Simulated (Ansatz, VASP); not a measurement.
# MoS2 in VASP and in Ansatz

```
CELL_PARAMETERS angstrom
3.14972 0.00000 0.04725
-1.57486 2.72774 -0.02362
0.09971 0.00000 6.64754
ATOMIC_POSITIONS crystal
Mo 0.00000 0.00000 0.00000
S 0.33333 0.66667 0.23567
S 0.33333 0.66667 0.76433
```

Change from the starting cell: strain +0.0300 x Voigt [0, 0, 0, 0, 1, 0], atoms carried along.

Alike in both runs: task single point; functional PBE; dispersion D3(BJ); k mesh 12 × 12 × 4; occupations gaussian, width 0.05 eV; no spin polarisation.

```csv
,VASP,Ansatz
version,VASP 6.6.1,Ansatz 0.2.0
potentials or method,"VASP PAW PBE potentials, release 64 (Mo_sv, S), cutoff 520 eV","scalar-relativistic, plane waves, PAW"
valence electrons in the cell,26,26
```

Ansatz gave:

- gap on the k mesh at the Fermi level (eV): 1.20
- least direct gap on the mesh (eV): 1.75
- pressure (GPa): 0.1
- traceless stress, the component that is largest in VASP (GPa): -3.77
- rms of the force components (eV/Å): 0.212

Q: What did VASP give for the same quantities?

A: gap on the k mesh at the Fermi level (eV): 1.21; least direct gap on the mesh (eV): 1.76; pressure (GPa): 0.0; traceless stress, the component that is largest in VASP (GPa): -3.76; rms of the force components (eV/Å): 0.210.

Atom by atom the forces differ by 0.006 eV/Å (rms over components).
